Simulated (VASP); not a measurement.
Set up this calculation in VASP 6.6.1, as the native input.

```yaml
Task: single point
Functional: PBE
Potentials_or_basis: VASP PAW PBE potentials, release 64 (Sn_d)
Cutoff: 520 eV
k_mesh: 9 × 9 × 9
Occupations: fermi-dirac, width 0.03 eV
Spin: no spin polarisation
Dipole_correction: no
Further_INCAR_settings: ALGO = Normal; EDIFF = 1e-06; NBANDS = 21
```

The structure of Sn lies in POSCAR:

```
Sn
1.0
    0.0000000000      3.2883101610      3.2883101610
    3.2883101610      0.0000000000      3.2883101610
    3.2883101610      3.2883101610      0.0000000000
Sn
2
Direct
    0.5000000000      0.5000000000      0.5000000000
    0.7500000000      0.7500000000      0.7500000000
```

This cell differs from its parent crystal: volume scaled by 1.04.

The input as run:

INCAR

```
SYSTEM = Sn
PREC = Accurate ; ENCUT = 520
EDIFF = 1E-6 ; ISMEAR = -1
SIGMA = 0.03 ; LREAL = .False.
LASPH = .True. ; NELM = 80
ALGO = Normal ; ISIF = 2
LWAVE = .False. ; LCHARG = .False.
GGA = PE ; NBANDS = 21
```

KPOINTS

```
regular mesh
0
Gamma
  9 9 9
  0 0 0
```

Potentials or basis: VASP PAW PBE potentials, release 64 (Sn_d).

Command:

```bash
$ cat potpaw_PBE.64/Sn_d/POTCAR > POTCAR
$ mpirun -np 1 vasp_std > vasp.out
```

It gave:

```json
{
  "Pressure": "1.3 GPa",
  "Band gap on the k mesh": "zero (band 14 reaches 5.31 eV, above the bottom of band 15 at 5.16 eV)"
}
```

Caveat: spin-orbit coupling is left out, which moves the levels of the heavy elements.

Wall time 43 s on 1 thread of Intel(R) Xeon(R) Platinum 8259CL CPU @ 2.50GHz (Skylake/Cascade Lake) (shared host), peak memory 0.22 GiB.
